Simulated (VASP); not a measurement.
# SiC (P4_2/mnm) in VASP: a series of runs

Aim: see how the results for SiC move with the level of theory and the settings. Levels: PBE, LDA. Tasks: single point.

Everything below comes from runs of VASP 6.6.1. Logs are shortened: lines on timing, memory, paths and dates and some standing lists are left out, and cuts for length are marked.

### Step 1. The cell of the first run

Symmetry: P4_2/mnm, No. 136, tetragonal system. Conventional cell: a = 5.323 Å, b = 5.323 Å, c = 3.093 Å, α = 90.00°, β = 90.00°, γ = 90.00°. Within 2.5 Å of Si (site symmetry m2m) lie 4 C at 1.87 to 1.92 Å. Within 2.5 Å of C (site symmetry m2m) lie 4 Si at 1.87 to 1.92 Å.

### Step 2. Single point, PBE

POSCAR

```
SiC
1.0
    5.3229435569      0.0000000000      0.0000000000
    0.0000000000      5.3229435569      0.0000000000
    0.0000000000      0.0000000000      3.0926496458
Si C
4 4
Direct
    0.6755857371      0.6755857371      0.0000000000
    0.8244142629      0.1755857371      0.5000000000
    0.3244142629      0.3244142629      0.0000000000
    0.1755857371      0.8244142629      0.5000000000
    0.8154412519      0.8154412519      0.5000000000
    0.6845587481      0.3154412519      0.0000000000
    0.1845587481      0.1845587481      0.5000000000
    0.3154412519      0.6845587481      0.0000000000
```

INCAR.step1

```
PREC = Accurate ; ENCUT = 520
EDIFF = 1E-6 ; ISMEAR = 0
SIGMA = 0.02 ; LREAL = F
LASPH = T ; NELM = 80
ALGO = Normal ; ISIF = 2
LWAVE = F ; LCHARG = T
GGA = PE ; NBANDS = 26
```

KPOINTS.step1

```
regular mesh
0
Gamma
  6 6 10
```

INCAR.step2

```
PREC = Accurate ; ENCUT = 520
EDIFF = 1E-6 ; ISMEAR = -5
SIGMA = 0.02 ; LREAL = F
LASPH = T ; NELM = 80
ALGO = Normal ; ISIF = 2
LWAVE = F ; LCHARG = F
GGA = PE ; LORBIT = 10
NBANDS = 26 ; NEDOS = 1001
ICHARG = 11
```

KPOINTS.step2

```
regular mesh
0
Gamma
  9 9 15
```

Potentials or basis: VASP PAW PBE potentials, release 64 (Si, C).

Launch:

```
cat potpaw_PBE.64/Si/POTCAR potpaw_PBE.64/C/POTCAR > POTCAR
cp INCAR.step1 INCAR
cp KPOINTS.step1 KPOINTS
mpirun -np 1 vasp_std > vasp.out
cp INCAR.step2 INCAR
cp KPOINTS.step2 KPOINTS
mpirun -np 1 vasp_std > vasp.out
```

OUTCAR:

```text
PREC = Accurate
   ENCUT = 520
   EDIFF = 1E-6
   ISMEAR = -5
   LREAL = F
   LASPH = T
   NELM = 80
   ISIF = 2
   GGA = PE
   LORBIT = 10
   ICHARG = 11

 ion  position               nearest neighbor table
   1  0.676  0.676  0.000-   5 1.87   5 1.87   8 1.92   6 1.92   3 2.64
   2  0.824  0.176  0.500-   6 1.87   6 1.87   7 1.92   5 1.92   4 2.64
   3  0.324  0.324  0.000-   7 1.87   7 1.87   8 1.92   6 1.92   1 2.64
   4  0.176  0.824  0.500-   8 1.87   8 1.87   5 1.92   7 1.92   2 2.64
   5  0.815  0.815  0.500-   1 1.87   1 1.87   4 1.92   2 1.92
   6  0.685  0.315  0.000-   2 1.87   2 1.87   3 1.92   1 1.92
   7  0.185  0.185  0.500-   3 1.87   3 1.87   4 1.92   2 1.92
   8  0.315  0.685  0.000-   4 1.87   4 1.87   1 1.92   3 1.92

  LATTYP: Found a simple tetragonal cell.
 ALAT       =     5.3229435569
 C/A-ratio  =     0.5810036520

  Lattice vectors:

 A1 = (   5.3229435569,   0.0000000000,   0.0000000000)
 A2 = (   0.0000000000,   5.3229435569,   0.0000000000)
 A3 = (   0.0000000000,   0.0000000000,   3.0926496458)

Analysis of symmetry for initial positions (statically):
=====================================================================
 Subroutine PRICEL returns:
 Original cell was already a primitive cell.

 Routine SETGRP: Setting up the symmetry group for a
 simple tetragonal supercell.

 Subroutine GETGRP returns: Found 16 space group operations
 (whereof  8 operations were pure point group operations)
 out of a pool of 16 trial point group operations.

The static configuration has the point symmetry D_2h.
 The point group associated with its full space group is D_4h.

Analysis of symmetry for dynamics (positions and initial velocities):
=====================================================================
 Subroutine PRICEL returns:
 Original cell was already a primitive cell.

 Routine SETGRP: Setting up the symmetry group for a
 simple tetragonal supercell.

 Subroutine GETGRP returns: Found 16 space group operations
 (whereof  8 operations were pure point group operations)
 out of a pool of 16 trial point group operations.

The dynamic configuration has the point symmetry D_2h.
 The point group associated with its full space group is D_4h.

 Subroutine INISYM returns: Found 16 space group operations
 (whereof  8 operations are pure point group operations),
 and found     1 'primitive' translations

----------------------------------------------------------------------------------------

                                     Primitive cell

  volume of cell :      87.6263

  direct lattice vectors                    reciprocal lattice vectors
     5.322943557  0.000000000  0.000000000     0.187865979  0.000000000  0.000000000
     0.000000000  5.322943557  0.000000000     0.000000000  0.187865979  0.000000000
     0.000000000  0.000000000  3.092649646     0.000000000  0.000000000  0.323347328

  length of vectors
     5.322943557  5.322943557  3.092649646     0.187865979  0.187865979  0.323347328

  position of ions in fractional coordinates (direct lattice)
     0.675585737  0.675585737  0.000000000
     0.824414263  0.175585737  0.500000000
     0.324414263  0.324414263  0.000000000
     0.175585737  0.824414263  0.500000000
     0.815441252  0.815441252  0.500000000
     0.684558748  0.315441252  0.000000000
     0.184558748  0.184558748  0.500000000
     0.315441252  0.684558748  0.000000000

  ion indices of the primitive-cell ions
   primitive index   ion index
                 1           1
                 2           2
                 3           3
                 4           4
                 5           5
                 6           6
                 7           7
                 8           8

----------------------------------------------------------------------------------------

 KPOINTS: regular mesh

Automatic generation of k-mesh.
 Grid dimensions read from file:
 generate k-points for:    9    9   15

 Generating k-lattice:

  Cartesian coordinates                     Fractional coordinates (reciprocal lattice)
     0.020873998  0.000000000  0.000000000     0.111111111  0.000000000  0.000000000
     0.000000000  0.020873998  0.000000000     0.000000000  0.111111111  0.000000000
     0.000000000  0.000000000  0.021556489     0.000000000  0.000000000  0.066666667

  Length of vectors
     0.020873998  0.020873998  0.021556489

  Shift w.r.t. Gamma in fractional coordinates (k-lattice)
     0.000000000  0.000000000  0.000000000

 TETIRR: Found   1798 inequivalent tetrahedra from     7290

 Subroutine IBZKPT returns following result:
 ===========================================

 Found    120 irreducible k-points:

 Following reciprocal coordinates:
            Coordinates               Weight
  0.000000  0.000000  0.000000      1.000000
  0.111111  0.000000  0.000000      4.000000
  0.222222  0.000000  0.000000      4.000000
  0.333333  0.000000  0.000000      4.000000
  0.444444  0.000000  0.000000      4.000000
  0.111111  0.111111  0.000000      4.000000
[... 16 lines left out ...]
  0.333333  0.111111  0.066667     16.000000
  0.444444  0.111111  0.066667     16.000000
 [... further k-points ...]
   k-points           NKPTS =    120   k-points in BZ     NKDIM =    120   number of bands    NBANDS=     26
   number of dos      NEDOS =   1001   number of ions     NIONS =      8
   total plane-waves  NPLWV =  38400
   dimension x,y,z NGX =    40 NGY =   40 NGZ =   24
   dimension x,y,z NGXF=    80 NGYF=   80 NGZF=   48
   ions per type =               4   4
   NGX,Y,Z   is equivalent  to a cutoff of  12.49, 12.49, 12.90 a.u.
   NGXF,Y,Z  is equivalent  to a cutoff of  24.99, 24.99, 25.80 a.u.
 SYSTEM =  unknown system
   PREC   = accura    normal or accurate (medium, high low for compatibility)
   ISTART =      0    job   : 0-new  1-cont  2-samecut
   ICHARG =     11    charge: 1-file 2-atom 10-const
   ISPIN  =      1    spin polarized calculation?
   LNONCOLLINEAR =      F non collinear calculations
   LSORBIT =      F    spin-orbit coupling
   LASPH  =      T    aspherical Exc in radial PAW
   ENCUT  =  520.0 eV  38.22 Ry    6.18 a.u.   9.90  9.90  5.75*2*pi/ulx,y,z
   NELM   =     80;   NELMIN=  2; NELMDL=  0     # of ELM steps
   EDIFF  = 0.1E-05   stopping-criterion for ELM
   LREAL  =      F    real-space projection
   EDIFFG = 0.1E-04   stopping-criterion for IOM
   NSW    =      0    number of steps for IOM
   IBRION =     -1    ionic relax: 0-MD 1-quasi-New 2-CG
   NFREE  =      0    steps in history (QN), initial steepest desc. (CG)
   ISIF   =      2    stress and relaxation
   ISYM   =      2    0-nonsym 1-usesym 2-fastsym
   POTIM  = 0.5000    time-step for ionic-motion
   TEBEG  =    0.0;   TEEND  =   0.0 temperature during run
   PSTRESS=    0.0 pullay stress
   NELECT =      32.0000    total number of electrons
   NUPDOWN=      -1.0000    fix difference up-down
   EMIN   =  10.00;   EMAX   =-10.00  energy-range for DOS
   EFERMI =   0.00;   METHOD = LEGACY
   ISMEAR =    -5;   SIGMA  =   0.02  broadening in eV -4-tet -1-fermi 0-gaus
   EFERMI_NEDOS =   21; number of points for ismear=-14 and -15
   IALGO  =     38    algorithm
   IMIX   =      4    mixing-type and parameters
     AMIX     =   0.40;   BMIX     =  1.00
     AMIX_MAG =   1.60;   BMIX_MAG =  1.00
  volume/ion in A,a.u.               =      10.95        73.92
  Fermi-wavevector in a.u.,A,eV,Ry     =   1.170164  2.211289 18.630232  1.369283
  Thomas-Fermi vector in A             =   2.306626
   LORBIT       =     10    0 simple, 1 ext, 2 COOP (PROOUT), +10 PAW based schemes
   GGA     = PE    functional components
   LHFCALC =     F    Hartree Fock is set to
   AEXX    =    0.0000 exact exchange contribution
   IVDW    =     0    specifies the selected vdW correction
   LEPSILON=     F    determine dielectric tensor
   LRPA    =     F    only Hartree local field effects (RPA)
 non-spin polarized calculation
 Fermi weights with tetrahedron method with Bloechl corrections
  energy-cutoff  :      520.00
  volume of cell :       87.63
 maximum number of plane-waves:      2386
 NGX is ok and might be reduce to    40

 number of electron      31.9999998 magnetization

 Free energy of the ion-electron system (eV)
  ---------------------------------------------------
  ext. energy  EPLUGINS =         0.00000000
  ---------------------------------------------------
  free energy    TOTEN  =       -59.60316952 eV

  energy without entropy =      -59.60316952  energy(sigma->0) =      -59.60316952

 E-fermi :   7.6411     XC(G=0): -11.0121

 val. band max:        7.6237839390   @ k =   0.1111   0.1111   0.0000
 cond. band min:       9.7301827488   @ k =   0.0000   0.0000   0.3333
 fundamental gap:      2.1063988099
 Fermi energy:         7.6411165994

 k-point     1 :       0.0000    0.0000    0.0000
  band No.  band energies     occupation
      1      -7.7932      2.00000
      2      -4.4665      2.00000
      3      -4.4665      2.00000
      4      -4.0232      2.00000
      5      -0.7689      2.00000
      6       0.9290      2.00000
[... 18 lines left out ...]
     25      15.4045      0.00000
     26      16.7403      0.00000

 k-point     2 :       0.1111    0.0000    0.0000
  band No.  band energies     occupation
      1      -7.7420      2.00000
      2      -4.8856      2.00000
      3      -4.4220      2.00000
      4      -3.6834      2.00000
      5      -0.8961      2.00000
      6       1.0509      2.00000
[... 630 lines left out ...]
 k-point    24 :       0.4444    0.1111    0.0667
  band No.  band energies     occupation
      1      -6.8913      2.00000
      2      -6.4637      2.00000
      3      -3.9628      2.00000
      4      -3.6457      2.00000
      5      -0.5301      2.00000
      6      -0.0528      2.00000
[... 18 lines left out ...]
     25      14.8929      0.00000
     26      15.2054      0.00000

 [... further k-points ...]

------------------------ aborting loop because EDIFF is reached ----------------------------------------

  FORCE on cell =-STRESS in cart. coord.  units (eV):
  Direction    XX          YY          ZZ          XY          YZ          ZX
  --------------------------------------------------------------------------------------
  -------------------------------------------------------------------------------------
  Total       -0.0144570     -0.0144570     -0.0428797      0.0000000      0.0000000      0.0000000
  in kB       -0.2643353     -0.2643353     -0.7840215      0.0000000      0.0000000      0.0000000
  external PRESSURE =      -0.4375641 kB  Pullay stress =       0.0000000 kB

 VOLUME and BASIS-vectors are now :
 -----------------------------------------------------------------------------
  energy-cutoff  :      520.00
  volume of cell :       87.63
      direct lattice vectors                 reciprocal lattice vectors
     5.322943557  0.000000000  0.000000000     0.187865979  0.000000000  0.000000000
     0.000000000  5.322943557  0.000000000     0.000000000  0.187865979  0.000000000
     0.000000000  0.000000000  3.092649646     0.000000000  0.000000000  0.323347328

 POSITION                                       TOTAL-FORCE (eV/Angst)
 -----------------------------------------------------------------------------------
      3.59610      3.59610      0.00000         0.002571      0.002571      0.000000
      4.38831      0.93463      1.54632        -0.002571      0.002571      0.000000
      1.72684      1.72684      0.00000        -0.002571     -0.002571     -0.000000
      0.93463      4.38831      1.54632         0.002571     -0.002571     -0.000000
      4.34055      4.34055      1.54632        -0.004724     -0.004724     -0.000000
      3.64387      1.67908      0.00000         0.004724     -0.004724     -0.000000
      0.98240      0.98240      1.54632         0.004724      0.004724      0.000000
      1.67908      3.64387      0.00000        -0.004724      0.004724      0.000000
 -----------------------------------------------------------------------------------
    total drift:                                0.000000      0.000000      0.000000

  FREE ENERGIE OF THE ION-ELECTRON SYSTEM (eV)
  ---------------------------------------------------
  free  energy   TOTEN  =       -59.6031695185 eV

  energy  without entropy=      -59.6031695185  energy(sigma->0) =      -59.60316952

 total charge

# of ion       s       p       d       tot
------------------------------------------
    1        0.708   0.947   0.000   1.655
    2        0.708   0.947   0.000   1.655
    3        0.708   0.947   0.000   1.655
    4        0.708   0.947   0.000   1.655
    5        0.839   1.698   0.000   2.537
    6        0.839   1.698   0.000   2.537
    7        0.839   1.698   0.000   2.537
    8        0.839   1.698   0.000   2.537
--------------------------------------------------
tot          6.187  10.580   0.000  16.767
```

Run time: 5.6 min. Hardware: 1 thread of Intel Xeon 8259CL, shared host; peak memory 0.33 GiB.

What came out:

```
Valence electrons inside the program's atomic spheres : Si 1.66; C 2.54
```

### Step 3. Single point, LDA

POSCAR is that of step 2.

INCAR.step1

```
SYSTEM = SiC
PREC = Accurate ; ENCUT = 520
EDIFF = 1E-7 ; ISMEAR = 0
SIGMA = 0.02 ; LREAL = .False.
LASPH = .True. ; NELM = 100
ALGO = Normal ; ISIF = 2
LWAVE = .False. ; LCHARG = .True.
NBANDS = 26
```

KPOINTS.step1

```
Automatic mesh
0
Gamma
  6 6 10
  0 0 0
```

INCAR.step2

```
SYSTEM = SiC
PREC = Accurate ; ENCUT = 520
EDIFF = 1E-7 ; ISMEAR = -5
SIGMA = 0.02 ; LREAL = .False.
LASPH = .True. ; NELM = 100
ALGO = Normal ; ISIF = 2
LWAVE = .False. ; LCHARG = .False.
LORBIT = 11 ; NBANDS = 26
NEDOS = 1001 ; ICHARG = 11
```

KPOINTS.step2

```
Automatic mesh
0
Gamma
  9 9 15
  0 0 0
```

Potentials or basis: VASP PAW LDA potentials, release 64 (Si, C).

Launch:

```
cat potpaw_LDA.64/Si/POTCAR potpaw_LDA.64/C/POTCAR > POTCAR
cp INCAR.step1 INCAR
cp KPOINTS.step1 KPOINTS
mpirun -np 1 vasp_std > vasp.out
cp INCAR.step2 INCAR
cp KPOINTS.step2 KPOINTS
mpirun -np 1 vasp_std > vasp.out
```

Wall time 5.4 min (1 thread of Intel Xeon 8259CL, shared host); peak memory 0.3 GiB.

It converged, with:

```
Valence electrons inside the program's atomic spheres : Si 1.67; C 2.53
```

Levels at points of the mesh, in eV from the valence-band top:
```
           k point  band 14  band 15  band 16  band 17  band 18  band 19
(0.00, 0.00, 0.00)    -0.13    -0.06    -0.06     2.72     4.33     5.21
```
